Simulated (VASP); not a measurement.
A run of VASP 6.6.1 is set up as follows.

File INCAR:

```
SYSTEM = Al
PREC     = Accurate       ! precision mode
ENCUT    = 520            ! plane-wave cutoff, eV
EDIFF    = 1E-7           ! SCF threshold, eV
ISMEAR   = 0              ! smearing method
SIGMA    = 0.15           ! smearing width, eV
LREAL    = .False.        ! projectors in reciprocal space
LASPH    = .True.         ! aspherical terms in the spheres
NELM     = 80             ! most SCF steps
ALGO     = Fast           ! electronic algorithm
ISIF     = 2              ! what is computed and relaxed
LWAVE    = .False.        ! write WAVECAR
LCHARG   = .False.        ! write CHGCAR
GGA      = PS             ! functional
NBANDS   = 8              ! bands
```

Contents of KPOINTS:

```
regular mesh
0
Gamma
  28 28 28
  0 0 0
```

The input POSCAR:

```
Al
1.0
   -1.2368101632      1.6283871260      1.6283871260
    1.6283871260     -1.2368101632      1.6283871260
    1.6283871260      1.6283871260     -1.2368101632
Al
1
Direct
    0.0000000000      0.0000000000      0.0000000000
```

Potentials or basis: VASP PAW PBE potentials, release 64 (Al).

Run with:

```sh
$ cat potpaw_PBE.64/Al/POTCAR > POTCAR
$ mpirun -np 1 vasp_std > vasp.out
```

Q: What does it give for the band gap on the k mesh?

A: Zero (an odd number of electrons rules out a gap without spin polarisation).

Q: Predict the pressure.

A: 8.6 GPa.

Stress tensor (GPa, compression positive):
```
 8.62 -4.33 -4.33
-4.33  8.62 -4.33
-4.33 -4.33  8.62
```

Caveat: the cell stands under pressure; the PAW data sets were made with another functional, which shifts forces and pressure a little.
